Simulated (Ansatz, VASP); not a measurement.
# Two plane-wave programs on Re

```
Re
1.0
     2.77482    0.00000    0.00000
    -1.38741    2.40307    0.00000
     0.00000    0.00000    4.48422
Re
2
Cartesian
  0.0000 1.6020 0.8781
  1.3874 0.8010 3.6062
```

Change from the starting cell: mode 4 frozen in at -0.243 Å and mode 6 at +0.000 Å (largest displacements).

Alike in both runs: task single point; functional PBE; k mesh 18 × 18 × 10; occupations gaussian, width 0.15 eV; no spin polarisation.

```csv
,VASP,Ansatz
version,VASP 6.6.1,Ansatz 0.2.0
potentials or method,"VASP PAW PBE potentials, release 64 (Re), cutoff 520 eV","scalar-relativistic, plane waves, PAW"
valence electrons in the cell,14,30
```

VASP gave:

```
gap on the k mesh at the Fermi level (eV) : none
rms of the force components (eV/Å)        : 4.546
```

Question: What did Ansatz give for the same quantities?

Answer: gap on the k mesh at the Fermi level (eV): none; rms of the force components (eV/Å): 4.712.

Atom by atom the forces differ by 0.166 eV/Å (rms over components). A gap of «none» marks a metal or a gap that the smearing closes. VASP's potentials hold 14 valence electrons a cell and Ansatz's 30, so a difference there can come from the potentials and not from the codes.

Spin-orbit coupling is off throughout.
